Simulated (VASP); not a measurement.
# PtS2 in VASP: notebook

PtS2 is run at these levels: PBE+D3(BJ); tasks: relaxation of the atoms.

All numbers are computed with VASP 6.6.1; they aren't measurements. Logs are shortened: lines on timing, memory, paths and dates and some standing lists are left out, and cuts for length are marked.

**1. The cell of the first run**

The cell holds a slab with vacuum, 6 atoms: a = 3.542 Å, b = 3.542 Å, c = 22.467 Å, α = 90.00°, β = 90.00°, γ = 120.00°.

**2. Relaxation of the atoms, PBE+D3(BJ) (layers slid over each other)**

Contents of INCAR:

```
PREC     = Accurate       # precision mode
ENCUT    = 450            # plane-wave cutoff, eV
EDIFF    = 1E-7           # SCF threshold, eV
ISMEAR   = 0              # smearing method
SIGMA    = 0.05           # smearing width, eV
LREAL    = False          # projectors in reciprocal space
LASPH    = True           # aspherical terms in the spheres
NELM     = 120            # most SCF steps
ALGO     = Normal         # electronic algorithm
ISIF     = 2              # what is computed and relaxed
LWAVE    = False          # write WAVECAR
LCHARG   = False          # write CHGCAR
LDIPOL   = True         
IDIPOL   = 3            
DIPOL    = 0.5 0.5 0.380
GGA      = PE             # functional
IVDW     = 12             # dispersion correction
IBRION   = 2              # ionic algorithm
NSW      = 40             # ionic steps
EDIFFG   = -0.003         # ionic threshold
GGA_COMPAT= False        
NELMIN   = 4            
NELMDL   = -8           
KPAR     = 4
```

Contents of KPOINTS:

```
Automatic mesh
0
Gamma
  9 9 1
```

Contents of POSCAR:

```
PtS2
1.0
    3.5415277692      0.0000000000      0.0000000000
   -1.7707638846      3.0670530163      0.0000000000
    0.0000000000      0.0000000000     22.4670602589
S Pt
4 2
Selective dynamics
Direct
    0.6666666667      0.3333333333      0.2002932270  F F F
    0.3333333333      0.6666666667      0.3106171518  F F T
    0.8333333333      1.0000000000      0.4484872168  F F T
    0.5000000000      1.3333333333      0.5588144101  F F T
    0.0000000000      0.0000000000      0.2556512594  F F T
    0.1666666667      0.6666666667      0.5034568778  F F T
```

Potentials or basis: VASP PAW PBE potentials, release 64 (S, Pt).

The run is started by

```console
$ cat potpaw_PBE.64/S/POTCAR potpaw_PBE.64/Pt/POTCAR > POTCAR
$ mpirun -np 4 vasp_std > vasp.out
```

OUTCAR:

```text
PREC = Accurate
   ENCUT = 450
   EDIFF = 1E-7
   ISMEAR = 0
   LREAL = False
   LASPH = True
   NELM = 120
   ISIF = 2
   GGA = PE
   IVDW = 12
   IBRION = 2
   NSW = 40
   EDIFFG = -0.003
   NELMIN = 4
   NELMDL = -8
 IVDW          = 12

 ion  position               nearest neighbor table
   1  0.667  0.333  0.200-   5 2.39   5 2.39   5 2.39
   2  0.333  0.667  0.311-   5 2.39   5 2.39   5 2.39
   3  0.833  0.000  0.448-   6 2.39   6 2.39   6 2.39
   4  0.500  0.333  0.559-   6 2.39   6 2.39   6 2.39
   5  0.000  0.000  0.256-   2 2.39   2 2.39   2 2.39   1 2.39   1 2.39   1 2.39
   6  0.167  0.667  0.503-   3 2.39   3 2.39   3 2.39   4 2.39   4 2.39   4 2.39

  LATTYP: Found a hexagonal cell.
 ALAT       =     3.5415277692
 C/A-ratio  =     6.3438893390

  Lattice vectors:

 A1 = (   3.5415277692,   0.0000000000,   0.0000000000)
 A2 = (  -1.7707638846,   3.0670530163,   0.0000000000)
 A3 = (   0.0000000000,   0.0000000000,  22.4670602589)

Analysis of symmetry for initial positions (statically):
=====================================================================
 Subroutine PRICEL returns:
 Original cell was already a primitive cell.

 Routine SETGRP: Setting up the symmetry group for a
 hexagonal supercell.

 Subroutine GETGRP returns: Found  2 space group operations
 (whereof  1 operations were pure point group operations)
 out of a pool of 24 trial point group operations.

The static configuration has the point symmetry C_1 .
 The point group associated with its full space group is S_2 .

Analysis of symmetry for dynamics (positions and initial velocities):
=====================================================================
 Subroutine PRICEL returns:
 Original cell was already a primitive cell.

 Routine SETGRP: Setting up the symmetry group for a
 hexagonal supercell.

 Subroutine GETGRP returns: Found  2 space group operations
 (whereof  1 operations were pure point group operations)
 out of a pool of 24 trial point group operations.

The dynamic configuration has the point symmetry C_1 .
 The point group associated with its full space group is S_2 .

Analysis of constrained symmetry for selective dynamics:
=====================================================================
 Subroutine PRICEL returns:
 Original cell was already a primitive cell.

 Routine SETGRP: Setting up the symmetry group for a
 hexagonal supercell.

 Subroutine GETGRP returns: Found  1 space group operations
 (whereof  1 operations were pure point group operations)
 out of a pool of 24 trial point group operations.

The constrained configuration has the point symmetry C_1 .

 Subroutine INISYM returns: Found  1 space group operations
 (whereof  1 operations are pure point group operations),
 and found     1 'primitive' translations

----------------------------------------------------------------------------------------

                                     Primitive cell

  volume of cell :     244.0384

  direct lattice vectors                    reciprocal lattice vectors
     3.541527769  0.000000000  0.000000000     0.282364015  0.163022940  0.000000000
    -1.770763885  3.067053016  0.000000000     0.000000000  0.326045880  0.000000000
     0.000000000  0.000000000 22.467060259     0.000000000  0.000000000  0.044509606

  length of vectors
     3.541527769  3.541527769 22.467060259     0.326045880  0.326045880  0.044509606

  position of ions in fractional coordinates (direct lattice)
     0.666666667  0.333333333  0.200293227
     0.333333333  0.666666667  0.310617152
     0.833333333  0.000000000  0.448487217
     0.500000000  0.333333333  0.558814410
     0.000000000  0.000000000  0.255651259
     0.166666667  0.666666667  0.503456878

  ion indices of the primitive-cell ions
   primitive index   ion index
                 1           1
                 2           2
                 3           3
                 4           4
                 5           5
                 6           6

----------------------------------------------------------------------------------------

 KPOINTS: Automatic mesh

Automatic generation of k-mesh.
 Grid dimensions read from file:
 generate k-points for:    9    9    1

 Generating k-lattice:

  Cartesian coordinates                     Fractional coordinates (reciprocal lattice)
     0.031373779  0.018113660  0.000000000     0.111111111  0.000000000  0.000000000
     0.000000000  0.036227320  0.000000000     0.000000000  0.111111111  0.000000000
     0.000000000  0.000000000  0.044509606     0.000000000  0.000000000  1.000000000

  Length of vectors
     0.036227320  0.036227320  0.044509606

  Shift w.r.t. Gamma in fractional coordinates (k-lattice)
     0.000000000  0.000000000  0.000000000

 Subroutine IBZKPT returns following result:
 ===========================================

 Found     41 irreducible k-points:

 Following reciprocal coordinates:
            Coordinates               Weight
  0.000000  0.000000  0.000000      1.000000
  0.111111 -0.000000  0.000000      2.000000
  0.000000  0.111111  0.000000      2.000000
 -0.111111  0.111111  0.000000      2.000000
  0.222222 -0.000000  0.000000      2.000000
  0.000000  0.222222  0.000000      2.000000
[... 16 lines left out ...]
  0.333333  0.111111  0.000000      2.000000
 -0.111111  0.444444  0.000000      2.000000
 [... further k-points ...]
   k-points           NKPTS =     41   k-points in BZ     NKDIM =     41   number of bands    NBANDS=     26
   number of dos      NEDOS =    301   number of ions     NIONS =      6
   total plane-waves  NPLWV = 125440
   dimension x,y,z NGX =    28 NGY =   28 NGZ =  160
   dimension x,y,z NGXF=    56 NGYF=   56 NGZF=  320
   ions per type =               4   2
   NGX,Y,Z   is equivalent  to a cutoff of  13.14, 13.14, 11.84 a.u.
   NGXF,Y,Z  is equivalent  to a cutoff of  26.29, 26.29, 23.68 a.u.
 SYSTEM =  unknown system
   PREC   = accura    normal or accurate (medium, high low for compatibility)
   ISTART =      0    job   : 0-new  1-cont  2-samecut
   ICHARG =      2    charge: 1-file 2-atom 10-const
   ISPIN  =      1    spin polarized calculation?
   LNONCOLLINEAR =      F non collinear calculations
   LSORBIT =      F    spin-orbit coupling
   LASPH  =      T    aspherical Exc in radial PAW
   ENCUT  =  450.0 eV  33.07 Ry    5.75 a.u.   6.13  6.13 38.86*2*pi/ulx,y,z
   NELM   =    120;   NELMIN=  4; NELMDL= -8     # of ELM steps
   EDIFF  = 0.1E-06   stopping-criterion for ELM
   LREAL  =      F    real-space projection
   EDIFFG = -.3E-02   stopping-criterion for IOM
   NSW    =     40    number of steps for IOM
   IBRION =      2    ionic relax: 0-MD 1-quasi-New 2-CG
   NFREE  =      1    steps in history (QN), initial steepest desc. (CG)
   ISIF   =      2    stress and relaxation
   ISYM   =      2    0-nonsym 1-usesym 2-fastsym
   POTIM  = 0.5000    time-step for ionic-motion
   TEBEG  =    0.0;   TEEND  =   0.0 temperature during run
   PSTRESS=    0.0 pullay stress
   NELECT =      44.0000    total number of electrons
   NUPDOWN=      -1.0000    fix difference up-down
   EMIN   =  10.00;   EMAX   =-10.00  energy-range for DOS
   EFERMI =   0.00;   METHOD = LEGACY
   ISMEAR =     0;   SIGMA  =   0.05  broadening in eV -4-tet -1-fermi 0-gaus
   EFERMI_NEDOS =   21; number of points for ismear=-14 and -15
   IALGO  =     38    algorithm
   IMIX   =      4    mixing-type and parameters
     AMIX     =   0.40;   BMIX     =  1.00
     AMIX_MAG =   1.60;   BMIX_MAG =  1.00
  volume/ion in A,a.u.               =      40.67       274.48
  Fermi-wavevector in a.u.,A,eV,Ry     =   0.924854  1.747720 11.637800  0.855354
  Thomas-Fermi vector in A             =   2.050645
   LORBIT       =      0    0 simple, 1 ext, 2 COOP (PROOUT), +10 PAW based schemes
   GGA     = PE    functional components
   LHFCALC =     F    Hartree Fock is set to
   AEXX    =    0.0000 exact exchange contribution
   IVDW    =    12    specifies the selected vdW correction
   LEPSILON=     F    determine dielectric tensor
   LRPA    =     F    only Hartree local field effects (RPA)
 conjugate gradient relaxation of ions
 non-spin polarized calculation
 Gauss-broadening in eV      SIGMA  =   0.05
  energy-cutoff  :      450.00
  volume of cell :      244.04
 maximum number of plane-waves:      5340
 NGX is ok and might be reduce to    28
   NGX = 13   NGY = 13   NGZ = 77

--------------------------------------- Ionic step        1  -------------------------------------------

 number of electron      44.0000001 magnetization

 Free energy of the ion-electron system (eV)
  ---------------------------------------------------
  ext. energy  EPLUGINS =         0.00000000
  ---------------------------------------------------
  free energy    TOTEN  =       -30.86704101 eV

  energy without entropy =      -30.86704101  energy(sigma->0) =      -30.86704101

------------------------ aborting loop because EDIFF is reached ----------------------------------------

 Edisp (eV)   -1.95649

 E8    (eV) :    -0.8107
[... 117 lines left out ...]
  FREE ENERGIE OF THE ION-ELECTRON SYSTEM (eV)
  ---------------------------------------------------
  free  energy   TOTEN  =       -32.8236472481 eV

  energy  without entropy=      -32.8236472481  energy(sigma->0) =      -32.82364725

 dipolmoment           0.000000      0.000000      0.000013 electrons x Angstroem

[... ionic steps 4 to 24 ...]

--------------------------------------- Ionic step       25  -------------------------------------------

 number of electron      44.0000001 magnetization

------------------------ aborting loop because EDIFF is reached ----------------------------------------
[... 83 lines left out ...]
--------------------------------------- Ionic step       27  -------------------------------------------

 number of electron      44.0000001 magnetization

 dipolmoment           0.000000      0.000000     -0.000043 electrons x Angstroem

 Free energy of the ion-electron system (eV)
  ---------------------------------------------------
  ext. energy  EPLUGINS =         0.00000000
  ---------------------------------------------------
  free energy    TOTEN  =       -30.84145305 eV

  energy without entropy =      -30.84145305  energy(sigma->0) =      -30.84145305

 E-fermi :  -0.1649     XC(G=0):  -5.3618

 val. band max:       -0.4018482252   @ k =  -0.2222   0.1111   0.0000
 cond. band min:       0.8079022819   @ k =  -0.2222   0.2222   0.0000
 fundamental gap:      1.2097505070
 Fermi energy:        -0.1649013003

 k-point     1 :       0.0000    0.0000    0.0000
  band No.  band energies     occupation
      1     -14.9838      2.00000
      2     -14.8716      2.00000
      3     -12.8199      2.00000
      4     -12.5829      2.00000
      5      -6.4370      2.00000
      6      -6.4249      2.00000
[... 685 lines left out ...]
     25       1.7969      0.00000
     26       2.1120      0.00000

 [... further k-points ...]

------------------------ aborting loop because EDIFF is reached ----------------------------------------

 vacuum level on the upper side and lower side of the slab       (xc-potential included)        -0.029        -0.045

 Edisp (eV)   -1.98680

 E8    (eV) :    -0.8233

  FORCE on cell =-STRESS in cart. coord.  units (eV):
  Direction    XX          YY          ZZ          XY          YZ          ZX
  --------------------------------------------------------------------------------------
  -------------------------------------------------------------------------------------
  Total      -0.17298    -0.09438    -0.07110     0.08373     0.15323     0.20682
  in kB      -1.13565    -0.61964    -0.46682     0.54969     1.00597     1.35785
  external pressure =       -0.74 kB  Pullay stress =        0.00 kB
[... 21 lines left out ...]
  FREE ENERGIE OF THE ION-ELECTRON SYSTEM (eV)
  ---------------------------------------------------
  free  energy   TOTEN  =       -32.8282516228 eV

  energy  without entropy=      -32.8282516228  energy(sigma->0) =      -32.82825162

 reached required accuracy - stopping structural energy minimisation

 vacuum level on the upper side and lower side of the slab         5.462         5.440
```

Run time: 18 min. Hardware: 4 MPI ranks of Intel Xeon Platinum 8259CL at 2.50GHz (Skylake/Cascade Lake), shared host; peak memory 0.48 GiB.

What came out:

```yaml
Free_energy: -32.8283 eV
Energy_gained_by_relaxing: 0.8 meV/atom
Ionic_steps: 27
Band_gap_on_the_k_mesh: 1.21 eV (least direct gap 1.36 eV)
Dispersion_energy_per_atom: -0.331 eV
```

The path:
| step | energy change (eV) | largest force on free atoms (eV/Å) | pressure (GPa) |
| --- | --- | --- | --- |
| 1 | 0.0000 | 0.0419 | -0.24 |
| 2 | -0.0001 | 0.0255 | -0.23 |
| 3 | -0.0001 | 0.0443 | -0.23 |
| 4 | -0.0002 | 0.0368 | -0.23 |
| 5 | -0.0004 | 0.0359 | -0.22 |
| 6 | -0.0005 | 0.0796 | -0.21 |
| 7 | -0.0005 | 0.0786 | -0.21 |
| 8 | -0.0006 | 0.0758 | -0.22 |
| 9 | -0.0008 | 0.0703 | -0.22 |
| 10 | -0.0011 | 0.0594 | -0.24 |
| 11 | -0.0014 | 0.0664 | -0.26 |
| 12 | -0.0018 | 0.0662 | -0.28 |
| 13 | -0.0026 | 0.0842 | -0.32 |
| 14 | -0.0025 | 0.1481 | -0.39 |
| 15 | -0.0028 | 0.1007 | -0.35 |
| 16 | -0.0032 | 0.0804 | -0.32 |
| 17 | -0.0040 | 0.0622 | -0.24 |
| 18 | -0.0039 | 0.0956 | -0.09 |
| 19 | -0.0042 | 0.0749 | -0.17 |
| 20 | -0.0046 | 0.0251 | -0.10 |
| 21 | -0.0047 | 0.0143 | -0.07 |
| 22 | -0.0047 | 0.0127 | -0.07 |
| 23 | -0.0047 | 0.0084 | -0.06 |
| 24 | -0.0047 | 0.0085 | -0.06 |
| 25 | -0.0047 | 0.0051 | -0.06 |
| 26 | -0.0047 | 0.0070 | -0.07 |
| 27 | -0.0047 | 0.0027 | -0.07 |

Final structure:
```
CELL_PARAMETERS angstrom
3.54153 0.00000 0.00000
-1.77076 3.06705 0.00000
0.00000 0.00000 22.46706
ATOMIC_POSITIONS crystal
S 0.66667 0.33333 0.20029
S 0.33333 0.66667 0.31038
S 0.83333 0.00000 0.44213
S 0.50000 0.33333 0.55220
Pt 0.00000 0.00000 0.25553
Pt 0.16667 0.66667 0.49697
```

Caveat: the cell differs from its parent crystal (layers slid over each other); spin-orbit coupling is left out, which moves the levels of the heavy elements.

**3. Relaxation of the atoms, PBE+D3(BJ) (layers slid over each other)**

Contents of INCAR:

```
PREC = Accurate ; ENCUT = 450
EDIFF = 1E-7 ; ISMEAR = 0
SIGMA = 0.05 ; LREAL = False
LASPH = True ; NELM = 120
ALGO = Normal ; ISIF = 2
LWAVE = False ; LCHARG = False
LDIPOL = True ; IDIPOL = 3
DIPOL = 0.5 0.5 0.389 ; GGA = PE
IVDW = 12 ; IBRION = 2
NSW = 40 ; EDIFFG = -0.003
GGA_COMPAT = False ; NELMIN = 4
NELMDL = -8 ; KPAR = 4
```

KPOINTS is that of step 2.

Contents of POSCAR:

```
PtS2
1.0
    3.5415277692      0.0000000000      0.0000000000
   -1.7707638846      3.0670530163      0.0000000000
    0.0000000000      0.0000000000     22.4670602589
S Pt
4 2
Selective dynamics
Direct
    0.6666666667      0.3333333333      0.2002932270  F F F
    0.3333333333      0.6666666667      0.3107003403  F F T
    0.3333333333      0.8333333333      0.4663578872  F F T
    0.0000000000      1.1666666667      0.5767660831  F F T
    0.0000000000      0.0000000000      0.2555740805  F F T
   -0.3333333333      0.5000000000      0.5214846538  F F T
```

Potentials or basis: VASP PAW PBE potentials, release 64 (S, Pt).

The run is started by

```console
$ cat potpaw_PBE.64/S/POTCAR potpaw_PBE.64/Pt/POTCAR > POTCAR
$ mpirun -np 4 vasp_std > vasp.out
```

Run time: 13 min. Hardware: 4 MPI ranks of AMD EPYC 7R13 (Zen 3), shared host; peak memory 0.47 GiB.

Results (log left out):

* Free energy: -32.7590 eV
* Energy gained by relaxing: 0.4 meV/atom
* Ionic steps: 27
* Band gap on the k mesh: 1.33 eV (least direct gap 1.44 eV)
* Dispersion energy per atom: -0.317 eV

The path:
| step | energy change (eV) | largest force on free atoms (eV/Å) | pressure (GPa) |
| --- | --- | --- | --- |
| 1 | 0.0000 | 0.0381 | -0.25 |
| 2 | -0.0001 | 0.0216 | -0.22 |
| 3 | -0.0001 | 0.0135 | -0.20 |
| 4 | -0.0001 | 0.0169 | -0.20 |
| 5 | -0.0001 | 0.0186 | -0.19 |
| 6 | -0.0001 | 0.0249 | -0.18 |
| 7 | -0.0002 | 0.0235 | -0.18 |
| 8 | -0.0003 | 0.0191 | -0.18 |
| 9 | -0.0004 | 0.0119 | -0.18 |
| 10 | -0.0006 | 0.0286 | -0.19 |
| 11 | -0.0008 | 0.0616 | -0.19 |
| 12 | -0.0009 | 0.0610 | -0.19 |
| 13 | -0.0009 | 0.0598 | -0.18 |
| 14 | -0.0010 | 0.0576 | -0.18 |
| 15 | -0.0012 | 0.0536 | -0.16 |
| 16 | -0.0015 | 0.0455 | -0.14 |
| 17 | -0.0016 | 0.0975 | -0.08 |
| 18 | -0.0016 | 0.0715 | -0.10 |
| 19 | -0.0019 | 0.0388 | -0.07 |
| 20 | -0.0020 | 0.0370 | -0.04 |
| 21 | -0.0020 | 0.0415 | -0.03 |
| 22 | -0.0020 | 0.0247 | -0.05 |
| 23 | -0.0021 | 0.0229 | -0.07 |
| 24 | -0.0021 | 0.0195 | -0.06 |
| 25 | -0.0021 | 0.0041 | -0.08 |
| 26 | -0.0021 | 0.0049 | -0.08 |
| 27 | -0.0021 | 0.0013 | -0.09 |

Final structure:
```xyz
6
Lattice="3.5415 0.0000 0.0000 -1.7708 3.0671 0.0000 0.0000 0.0000 22.4671" Properties=species:S:1:pos:R:3 pbc="T T T"
S     1.7708    1.0224    4.5000
S     0.0000    2.0447    6.9737
S    -0.2951    2.5559   10.3679
S    -0.2951    0.5112   12.8418
Pt    0.0000    0.0000    5.7392
Pt    1.4756    1.5335   11.6026
```

Levels at points of the mesh, in eV from the valence-band top:
| k point | band 19 | band 20 | band 21 | band 22 | band 23 | band 24 | band 25 | band 26 |
| --- | --- | --- | --- | --- | --- | --- | --- | --- |
| (0.00, 0.00, 0.00) | -0.63 | -0.59 | -0.58 | -0.48 | 2.85 | 2.87 | 2.92 | 2.94 |

Caveat: the cell differs from its parent crystal (layers slid over each other); spin-orbit coupling is left out, which moves the levels of the heavy elements.
